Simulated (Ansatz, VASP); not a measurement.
**Tl in VASP and in Ansatz**

Contents of INCAR:

```
SYSTEM = Tl
ALGO = Fast
EDIFF = 1E-7
ENCUT = 520
GGA = PS
ISIF = 2
ISMEAR = 0
LASPH = .TRUE.
LCHARG = .TRUE.
LELF = .TRUE.
LREAL = .FALSE.
LVHAR = .TRUE.
LWAVE = .FALSE.
NBANDS = 20
NELM = 100
PREC = Accurate
SIGMA = 0.15
```

KPOINTS

```
k-points
0
G
  18 18 10
  0 0 0
```

File POSCAR:

```
Tl
1.0
    3.4002466984      0.0000000000      0.0000000000
   -1.7001233492      2.9447000199      0.0000000000
    0.0000000000      0.0000000000      5.7076650867
Tl
2
Direct
    0.3333333333      0.6666666667      0.2500000000
    0.6666666667      0.3333333333      0.7500000000
```

Input for Ansatz:

```yaml
crystal:
  lattice:
    - [3.4002466984, 0.0, 0.0]
    - [-1.7001233492, 2.9447000199, 0.0]
    - [0.0, 0.0, 5.7076650867]
  atoms:
    - { symbol: Tl, position: [0.3333333333, 0.6666666667, 0.25] }
    - { symbol: Tl, position: [0.6666666667, 0.3333333333, 0.75] }
basis:
  ecutwfc: 420
kpoints:
  mp_grid: { grid: [18, 18, 10] }
hamiltonian:
  xc: pbesol
scf:
  occupations: { method: gaussian, width: 0.15 }
output:
  forces: true
  stress: true
  eigenvalues: true
```

Alike in both runs: task single point; functional PBEsol; k mesh 18 × 18 × 10; occupations gaussian, width 0.15 eV; no spin polarisation.

|  | VASP | Ansatz |
| --- | --- | --- |
| version | VASP 6.6.1 | Ansatz 0.2.0 |
| potentials or method | VASP PAW PBE potentials, release 64 (Tl_d), cutoff 520 eV | scalar-relativistic, plane waves, PAW |
| valence electrons in the cell | 26 | 26 |

```csv
,VASP,Ansatz,Ansatz less VASP
gap on the k mesh at the Fermi level (eV),none,none,-
pressure (GPa),-0.1,0.0,+0.06
"traceless stress, the component that is largest in VASP (GPa)",-0.97,-0.96,+0.007
```

VASP's potentials were made for PBE, not for PBEsol. A gap of «none» marks a metal or a gap that the smearing closes.

Spin-orbit coupling is off throughout.
